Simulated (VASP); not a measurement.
# Pd (Fm-3m) in VASP: a series of runs

The runs below take Pd through single point, with PBE, PBE+U.

All numbers are computed with VASP 6.6.1; they aren't measurements. Logs are shortened: lines on timing, memory, paths and dates and some standing lists are left out, and cuts for length are marked.

### Step 1. The cell of the first run

Symmetry: Fm-3m, No. 225, cubic system. Conventional cell: a = 3.862 Å, b = 3.862 Å, c = 3.862 Å, α = 90.00°, β = 90.00°, γ = 90.00°. Within 3.6 Å of Pd (site symmetry m-3m) lie 12 Pd at 2.73 Å.

### Step 2. Single point, PBE (volume scaled by 0.94)

INCAR

```
PREC     = Accurate       # precision mode
ENCUT    = 520            # plane-wave cutoff, eV
EDIFF    = 1E-7           # SCF threshold, eV
ISMEAR   = 0              # smearing method
SIGMA    = 0.1            # smearing width, eV
LREAL    = False          # projectors in reciprocal space
LASPH    = True           # aspherical terms in the spheres
NELM     = 60             # most SCF steps
ALGO     = Normal         # electronic algorithm
ISIF     = 2              # what is computed and relaxed
LWAVE    = False          # write WAVECAR
LCHARG   = False          # write CHGCAR
GGA      = PE             # functional
NBANDS   = 11             # bands
```

KPOINTS

```
Automatic mesh
0
Gamma
  18 18 18
```

POSCAR

```
Pd
1.0
    0.0000000000      1.9309482567      1.9309482567
    1.9309482567      0.0000000000      1.9309482567
    1.9309482567      1.9309482567      0.0000000000
Pd
1
Direct
    0.0000000000      0.0000000000      0.0000000000
```

Potentials or basis: VASP PAW PBE potentials, release 64 (Pd).

The run is started by

```
> cat potpaw_PBE.64/Pd/POTCAR > POTCAR
> mpirun -np 1 vasp_std > vasp.out
```

OUTCAR:

```text
PREC = Accurate
   ENCUT = 520
   EDIFF = 1E-7
   ISMEAR = 0
   LREAL = False
   LASPH = True
   NELM = 60
   ISIF = 2
   GGA = PE

 ion  position               nearest neighbor table
   1  0.000  0.000  0.000-

  LATTYP: Found a face centered cubic cell.
 ALAT       =     3.8618965134

  Lattice vectors:

 A1 = (   0.0000000000,   1.9309482567,   1.9309482567)
 A2 = (   1.9309482567,   0.0000000000,   1.9309482567)
 A3 = (   1.9309482567,   1.9309482567,   0.0000000000)

Analysis of symmetry for initial positions (statically):
=====================================================================
 Subroutine PRICEL returns:
 Original cell was already a primitive cell.

 Routine SETGRP: Setting up the symmetry group for a
 face centered cubic supercell.

 Subroutine GETGRP returns: Found 48 space group operations
 (whereof 48 operations were pure point group operations)
 out of a pool of 48 trial point group operations.

The static configuration has the point symmetry O_h .

Analysis of symmetry for dynamics (positions and initial velocities):
=====================================================================
 Subroutine PRICEL returns:
 Original cell was already a primitive cell.

 Routine SETGRP: Setting up the symmetry group for a
 face centered cubic supercell.

 Subroutine GETGRP returns: Found 48 space group operations
 (whereof 48 operations were pure point group operations)
 out of a pool of 48 trial point group operations.

The dynamic configuration has the point symmetry O_h .

 Subroutine INISYM returns: Found 48 space group operations
 (whereof 48 operations are pure point group operations),
 and found     1 'primitive' translations

----------------------------------------------------------------------------------------

                                     Primitive cell

  volume of cell :      14.3993

  direct lattice vectors                    reciprocal lattice vectors
     0.000000000  1.930948257  1.930948257    -0.258940134  0.258940134  0.258940134
     1.930948257  0.000000000  1.930948257     0.258940134 -0.258940134  0.258940134
     1.930948257  1.930948257  0.000000000     0.258940134  0.258940134 -0.258940134

  length of vectors
     2.730773213  2.730773213  2.730773213     0.448497468  0.448497468  0.448497468

[... 81 lines left out ...]
   NSW    =      0    number of steps for IOM
   IBRION =     -1    ionic relax: 0-MD 1-quasi-New 2-CG
   NFREE  =      0    steps in history (QN), initial steepest desc. (CG)
   ISIF   =      2    stress and relaxation
   ISYM   =      2    0-nonsym 1-usesym 2-fastsym
   POTIM  = 0.5000    time-step for ionic-motion
   TEBEG  =    0.0;   TEEND  =   0.0 temperature during run
   PSTRESS=    0.0 pullay stress
   NELECT =      10.0000    total number of electrons
   NUPDOWN=      -1.0000    fix difference up-down
   EMIN   =  10.00;   EMAX   =-10.00  energy-range for DOS
   EFERMI =   0.00;   METHOD = LEGACY
   ISMEAR =     0;   SIGMA  =   0.10  broadening in eV -4-tet -1-fermi 0-gaus
   EFERMI_NEDOS =   21; number of points for ismear=-14 and -15
   IALGO  =     38    algorithm
   IMIX   =      4    mixing-type and parameters
     AMIX     =   0.40;   BMIX     =  1.00
     AMIX_MAG =   1.60;   BMIX_MAG =  1.00
  volume/ion in A,a.u.               =      14.40        97.17
  Fermi-wavevector in a.u.,A,eV,Ry     =   1.449754  2.739637 28.596528  2.101786
  Thomas-Fermi vector in A             =   2.567444
   LORBIT       =      0    0 simple, 1 ext, 2 COOP (PROOUT), +10 PAW based schemes
   GGA     = PE    functional components
   LHFCALC =     F    Hartree Fock is set to
   AEXX    =    0.0000 exact exchange contribution
   IVDW    =     0    specifies the selected vdW correction
   LEPSILON=     F    determine dielectric tensor
   LRPA    =     F    only Hartree local field effects (RPA)
 non-spin polarized calculation
 Gauss-broadening in eV      SIGMA  =   0.10
  energy-cutoff  :      520.00
  volume of cell :       14.40
 maximum number of plane-waves:       397
   NGX = 11   NGY = 11   NGZ = 11

 number of electron      10.0000003 magnetization

 Free energy of the ion-electron system (eV)
  ---------------------------------------------------
  ext. energy  EPLUGINS =         0.00000000
  ---------------------------------------------------
  free energy    TOTEN  =        -5.19437256 eV

  energy without entropy =       -5.18307316  energy(sigma->0) =       -5.18872286

 E-fermi :  10.1943     XC(G=0): -13.3361

 val. band max:       10.1919453801   @ k =   0.5000   0.1111   0.0000
 cond. band min:      10.1947017164   @ k =   0.4444   0.1667   0.0000
 fundamental gap:      0.0027563364
 Fermi energy:        10.1943324272

 k-point     1 :       0.0000    0.0000    0.0000
  band No.  band energies     occupation
      1       2.8676      2.00000
      2       7.2440      2.00000
      3       7.2440      2.00000
      4       7.2440      2.00000
      5       8.9196      2.00000
      6       8.9196      2.00000
      7      27.3966      0.00000
      8      32.3132      0.00000
      9      32.3132      0.00000
     10      32.3132      0.00000
     11      36.3290      0.00000
[... 309 lines left out ...]
 k-point    24 :      -0.2222    0.0556    0.0000
  band No.  band energies     occupation
      1       4.6029      2.00000
      2       7.0156      2.00000
      3       7.5799      2.00000
      4       7.6152      2.00000
      5       8.7925      2.00000
      6       9.3409      2.00000
      7      25.3301      0.00000
      8      28.5251      0.00000
      9      32.6993      0.00000
     10      35.0134      0.00000
     11      35.4474      0.00000

 [... further k-points ...]

------------------------ aborting loop because EDIFF is reached ----------------------------------------

  FORCE on cell =-STRESS in cart. coord.  units (eV):
  Direction    XX          YY          ZZ          XY          YZ          ZX
  --------------------------------------------------------------------------------------
  -------------------------------------------------------------------------------------
  Total        1.0732768      1.0732768      1.0732768      0.0000000      0.0000000      0.0000000
  in kB      119.4209167    119.4209167    119.4209167      0.0000000      0.0000000      0.0000000
  external PRESSURE =     119.4209167 kB  Pullay stress =       0.0000000 kB

 VOLUME and BASIS-vectors are now :
 -----------------------------------------------------------------------------
  energy-cutoff  :      520.00
  volume of cell :       14.40
      direct lattice vectors                 reciprocal lattice vectors
     0.000000000  1.930948257  1.930948257    -0.258940134  0.258940134  0.258940134
     1.930948257  0.000000000  1.930948257     0.258940134 -0.258940134  0.258940134
     1.930948257  1.930948257  0.000000000     0.258940134  0.258940134 -0.258940134

 POSITION                                       TOTAL-FORCE (eV/Angst)
 -----------------------------------------------------------------------------------
      0.00000      0.00000      0.00000         0.000000      0.000000      0.000000
 -----------------------------------------------------------------------------------
    total drift:                                0.000000     -0.000000      0.000000

  FREE ENERGIE OF THE ION-ELECTRON SYSTEM (eV)
  ---------------------------------------------------
  free  energy   TOTEN  =        -5.1943725647 eV

  energy  without entropy=       -5.1830731601  energy(sigma->0) =       -5.18872286
```

OSZICAR:

```text
N       E                     dE             d eps       ncg     rms          rms(c)
DAV:   1     0.430549324312E+02    0.43055E+02   -0.51293E+03  4314   0.853E+02
DAV:   2    -0.492057335805E+01   -0.47976E+02   -0.46492E+02  4863   0.183E+02
DAV:   3    -0.547596579683E+01   -0.55539E+00   -0.55267E+00  5141   0.212E+01
DAV:   4    -0.547833566728E+01   -0.23699E-02   -0.23696E-02  5240   0.145E+00
DAV:   5    -0.547836020185E+01   -0.24535E-04   -0.24535E-04  5694   0.132E-01    0.832E+00
DAV:   6    -0.521043120550E+01    0.26793E+00   -0.10352E+00  5277   0.837E+00    0.410E+00
DAV:   7    -0.519836395675E+01    0.12067E-01   -0.30193E-02  5672   0.117E+00    0.205E+00
DAV:   8    -0.519440006431E+01    0.39639E-02   -0.16539E-03  5372   0.371E-01    0.103E-01
DAV:   9    -0.519436856937E+01    0.31495E-04   -0.17639E-04  5389   0.113E-01    0.264E-02
DAV:  10    -0.519437341945E+01   -0.48501E-05   -0.87137E-06  5429   0.264E-02    0.896E-03
DAV:  11    -0.519437257201E+01    0.84744E-06   -0.10815E-07  5348   0.336E-03    0.475E-04
DAV:  12    -0.519437256472E+01    0.72891E-08   -0.28367E-09  3663   0.461E-04
   1 F= -.51943726E+01 E0= -.51887229E+01  d E =-.112994E-01
```

stdout:

```text
POSCAR found type information on POSCAR Pd
 POSCAR found :  1 types and       1 ions
 scaLAPACK will be used
 LDA part: xc-table for (Slater+PW92), standard interpolation
 POSCAR, INCAR and KPOINTS ok, starting setup
 FFT: planning ... GRIDC
 FFT: planning ... GRID_SOFT
 FFT: planning ... GRID
 WAVECAR not read
 entering main loop
```

It took 19 s on 1 thread of Intel Xeon Platinum 8488C (Sapphire Rapids), shared host; peak memory 0.14 GiB.

Results:

```yaml
Free_energy: -5.1944 eV
Pressure: 11.9 GPa
Band_gap_on_the_k_mesh: zero (band 5 reaches 10.50 eV, above the bottom of band 6 at 8.85 eV)
```

Levels at points of the mesh, in eV from the Fermi level:
```tsv
k point	band 3	band 4	band 5	band 6	band 7	band 8
(0.00, 0.00, 0.00)	-2.95	-2.95	-1.27	-1.27	17.20	22.12
(0.50, 0.00, 0.00)	-3.00	-0.02	-0.02	0.96	7.52	16.57
(0.50, 0.50, 0.00)	-0.05	0.31	0.31	3.35	11.03	13.34
```

Caveat: the cell differs from its parent crystal (volume scaled by 0.94).

### Step 3. Single point, PBE

This run uses another cell than the first one, of 15.32 Å³/atom, 1.064 times its volume.

INCAR

```
PREC = Accurate ; ENCUT = 520
EDIFF = 1E-6 ; ISMEAR = 0
SIGMA = 0.1 ; LREAL = False
LASPH = True ; NELM = 80
ALGO = Fast ; ISIF = 2
LWAVE = False ; LCHARG = False
GGA = PE ; NBANDS = 11
```

KPOINTS is that of step 2.

POSCAR

```
Pd
1.0
    0.0000000000      1.9711878716      1.9711878716
    1.9711878716      0.0000000000      1.9711878716
    1.9711878716      1.9711878716      0.0000000000
Pd
1
Direct
    0.0000000000      0.0000000000      0.0000000000
```

Potentials or basis: VASP PAW PBE potentials, release 64 (Pd).

The run is started by

```
> cat potpaw_PBE.64/Pd/POTCAR > POTCAR
> mpirun -np 1 vasp_std > vasp.out
```

OUTCAR:

```text
PREC = Accurate
   ENCUT = 520
   EDIFF = 1E-6
   ISMEAR = 0
   LREAL = False
   LASPH = True
   NELM = 80
   ISIF = 2
   GGA = PE

 ion  position               nearest neighbor table
   1  0.000  0.000  0.000-

  LATTYP: Found a face centered cubic cell.
 ALAT       =     3.9423757432

  Lattice vectors:

 A1 = (   0.0000000000,   1.9711878716,   1.9711878716)
 A2 = (   1.9711878716,   0.0000000000,   1.9711878716)
 A3 = (   1.9711878716,   1.9711878716,   0.0000000000)

[... 515 lines left out ...]
     11      33.6900      0.00000

 [... further k-points ...]

------------------------ aborting loop because EDIFF is reached ----------------------------------------

  FORCE on cell =-STRESS in cart. coord.  units (eV):
  Direction    XX          YY          ZZ          XY          YZ          ZX
  --------------------------------------------------------------------------------------
  -------------------------------------------------------------------------------------
  Total       -0.0211812     -0.0211812     -0.0211812     -0.0000000     -0.0000000      0.0000000
  in kB       -2.2153789     -2.2153789     -2.2153789     -0.0000000     -0.0000000      0.0000000
  external PRESSURE =      -2.2153789 kB  Pullay stress =       0.0000000 kB

 VOLUME and BASIS-vectors are now :
 -----------------------------------------------------------------------------
  energy-cutoff  :      520.00
  volume of cell :       15.32
      direct lattice vectors                 reciprocal lattice vectors
     0.000000000  1.971187872  1.971187872    -0.253654158  0.253654158  0.253654158
     1.971187872  0.000000000  1.971187872     0.253654158 -0.253654158  0.253654158
     1.971187872  1.971187872  0.000000000     0.253654158  0.253654158 -0.253654158

 POSITION                                       TOTAL-FORCE (eV/Angst)
 -----------------------------------------------------------------------------------
      0.00000      0.00000      0.00000         0.000000      0.000000      0.000000
 -----------------------------------------------------------------------------------
    total drift:                               -0.000000      0.000000     -0.000000

  FREE ENERGIE OF THE ION-ELECTRON SYSTEM (eV)
  ---------------------------------------------------
  free  energy   TOTEN  =        -5.2259706420 eV

  energy  without entropy=       -5.2137385506  energy(sigma->0) =       -5.21985460
```

stdout:

```text
POSCAR found type information on POSCAR Pd
 POSCAR found :  1 types and       1 ions
 scaLAPACK will be used
 LDA part: xc-table for (Slater+PW92), standard interpolation
 POSCAR, INCAR and KPOINTS ok, starting setup
 FFT: planning ... GRIDC
 FFT: planning ... GRID_SOFT
 FFT: planning ... GRID
 WAVECAR not read
 entering main loop
```

Wall time 24 s (1 thread of Intel Xeon Platinum 8488C (Sapphire Rapids), shared host); peak memory 0.16 GiB.

What came out:

```
Free energy            : -5.2260 eV
Pressure               : -0.2 GPa
Band gap on the k mesh : zero (band 5 reaches 9.42 eV, above the bottom of band 6 at 7.94 eV)
```

### Step 4. Single point, PBE (volume scaled by 1.03)

INCAR

```
PREC = Accurate
ENCUT = 520
EDIFF = 1E-6
ISMEAR = 0
SIGMA = 0.1
LREAL = F
LASPH = T
NELM = 80
ALGO = Fast
ISIF = 2
LWAVE = F
LCHARG = T
GGA = PE
LELF = T
LVHAR = T
NBANDS = 11
```

KPOINTS

```
regular mesh
0
Gamma
  18 18 18
```

POSCAR

```
Pd
1.0
    0.0000000000      1.9907058526      1.9907058526
    1.9907058526      0.0000000000      1.9907058526
    1.9907058526      1.9907058526      0.0000000000
Pd
1
Direct
    0.0000000000      0.0000000000      0.0000000000
```

Potentials or basis: VASP PAW PBE potentials, release 64 (Pd).

The run is started by

```
> cat potpaw_PBE.64/Pd/POTCAR > POTCAR
> mpirun -np 1 vasp_std > vasp.out
```

OUTCAR:

```text
PREC = Accurate
   ENCUT = 520
   EDIFF = 1E-6
   ISMEAR = 0
   LREAL = F
   LASPH = T
   NELM = 80
   ISIF = 2
   GGA = PE

 ion  position               nearest neighbor table
   1  0.000  0.000  0.000-

  LATTYP: Found a face centered cubic cell.
 ALAT       =     3.9814117052

  Lattice vectors:

 A1 = (   0.0000000000,   1.9907058526,   1.9907058526)
 A2 = (   1.9907058526,   0.0000000000,   1.9907058526)
 A3 = (   1.9907058526,   1.9907058526,   0.0000000000)
[... 515 lines left out ...]
     10      32.6280      0.00000
     11      32.8616      0.00000

 [... further k-points ...]

------------------------ aborting loop because EDIFF is reached ----------------------------------------

  FORCE on cell =-STRESS in cart. coord.  units (eV):
  Direction    XX          YY          ZZ          XY          YZ          ZX
  --------------------------------------------------------------------------------------
  -------------------------------------------------------------------------------------
  Total       -0.4706942     -0.4706942     -0.4706942      0.0000000      0.0000000     -0.0000000
  in kB      -47.7967275    -47.7967275    -47.7967275      0.0000000      0.0000000     -0.0000000
  external PRESSURE =     -47.7967275 kB  Pullay stress =       0.0000000 kB

 VOLUME and BASIS-vectors are now :
 -----------------------------------------------------------------------------
  energy-cutoff  :      520.00
  volume of cell :       15.78
      direct lattice vectors                 reciprocal lattice vectors
     0.000000000  1.990705853  1.990705853    -0.251167192  0.251167192  0.251167192
     1.990705853  0.000000000  1.990705853     0.251167192 -0.251167192  0.251167192
     1.990705853  1.990705853  0.000000000     0.251167192  0.251167192 -0.251167192

 POSITION                                       TOTAL-FORCE (eV/Angst)
 -----------------------------------------------------------------------------------
      0.00000      0.00000      0.00000        -0.000000      0.000000     -0.000000
 -----------------------------------------------------------------------------------
    total drift:                               -0.000000      0.000000      0.000000

  FREE ENERGIE OF THE ION-ELECTRON SYSTEM (eV)
  ---------------------------------------------------
  free  energy   TOTEN  =        -5.2185693148 eV

  energy  without entropy=       -5.2058751655  energy(sigma->0) =       -5.21222224
```

OSZICAR:

```text
N       E                     dE             d eps       ncg     rms          rms(c)
DAV:   1     0.422888603750E+02    0.42289E+02   -0.50921E+03  4298   0.845E+02
DAV:   2    -0.490060582766E+01   -0.47189E+02   -0.45612E+02  4852   0.180E+02
DAV:   3    -0.547700907821E+01   -0.57640E+00   -0.57220E+00  5135   0.212E+01
DAV:   4    -0.547992400959E+01   -0.29149E-02   -0.29146E-02  5080   0.160E+00
DAV:   5    -0.547996045423E+01   -0.36445E-04   -0.36445E-04  5645   0.158E-01    0.639E+00
RMM:   6    -0.522795682190E+01    0.25200E+00   -0.38164E-01  4449   0.569E+00    0.309E+00
RMM:   7    -0.522134280587E+01    0.66140E-02   -0.60414E-03  4951   0.894E-01    0.172E+00
RMM:   8    -0.521856518560E+01    0.27776E-02   -0.65928E-04  4950   0.231E-01    0.712E-02
RMM:   9    -0.521856400871E+01    0.11769E-05   -0.82475E-05  5572   0.752E-02    0.208E-02
RMM:  10    -0.521856872098E+01   -0.47123E-05   -0.21803E-05  5416   0.351E-02    0.381E-03
RMM:  11    -0.521856931476E+01   -0.59378E-06   -0.74155E-06  5234   0.187E-02
   1 F= -.52185693E+01 E0= -.52122222E+01  d E =-.126941E-01
```

Run time: 29 s. Hardware: 1 thread of Intel Xeon Platinum 8488C (Sapphire Rapids), shared host; peak memory 0.16 GiB.

What came out:

```
Free energy            : -5.2186 eV
Pressure               : -4.8 GPa
Band gap on the k mesh : zero (band 5 reaches 8.94 eV, above the bottom of band 6 at 7.53 eV)
```

Levels at points of the mesh, in eV from the Fermi level:
```
           k point  band 2  band 3  band 4  band 5  band 6  band 7  band 8  band 9
(0.00, 0.00, 0.00)   -2.54   -2.54   -2.54   -1.10   -1.10   17.15   21.54   21.54
(0.50, 0.00, 0.00)   -2.58   -2.58   -0.03   -0.03    1.17    6.81   16.49   20.45
(0.50, 0.50, 0.00)   -4.58   -0.05    0.25    0.25    3.37   10.10   12.85   12.85
```

Caveat: the cell differs from its parent crystal (volume scaled by 1.03).

(Part 1 of 2 ends here.)
